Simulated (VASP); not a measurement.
TaN: single point with LDA

TaN:

```
Ta N
1.0
     2.93800    0.00000    0.00000
    -1.46900    2.54438    0.00000
     0.00000    0.00000    2.88300
Ta N
1 1
Cartesian
  0.0000 1.6963 1.4415
  0.0000 0.0000 0.0000
```

- Program: VASP 6.6.1
- Task: single point
- Functional: LDA
- Potentials or basis: VASP PAW LDA potentials, release 64 (Ta_pv, N)
- Cutoff: 520 eV
- k mesh: 7 × 7 × 7
- Occupations: fermi-dirac, width 0.05 eV
- Spin: non-collinear spin, zero start, spin-orbit coupling
- Starting moments: [[0.0, 0.0, 0.0], [0.0, 0.0, 0.0]] μB
- Dipole correction: no
- Further INCAR settings: ALGO = Normal; EDIFF = 1e-06; NBANDS = 28

```json
{
 "Pressure": "-9.3 GPa",
 "Net moment": "0.00 μB per cell",
 "Valence electrons inside the program's atomic spheres": "Ta 9.03; N 3.69"
}
```

Stress tensor (GPa, compression positive):
```
 -8.69   0.00   0.00
  0.00  -8.69   0.00
  0.00   0.00 -10.65
```

Moments on the atoms (μB; x, y, z):
```
Ta  0.00 0.00 0.00
N   0.00 0.00 0.00
```

It took 96 s on 1 thread of Intel Xeon 8259CL, with other jobs on the host, peak memory 0.2 GiB.
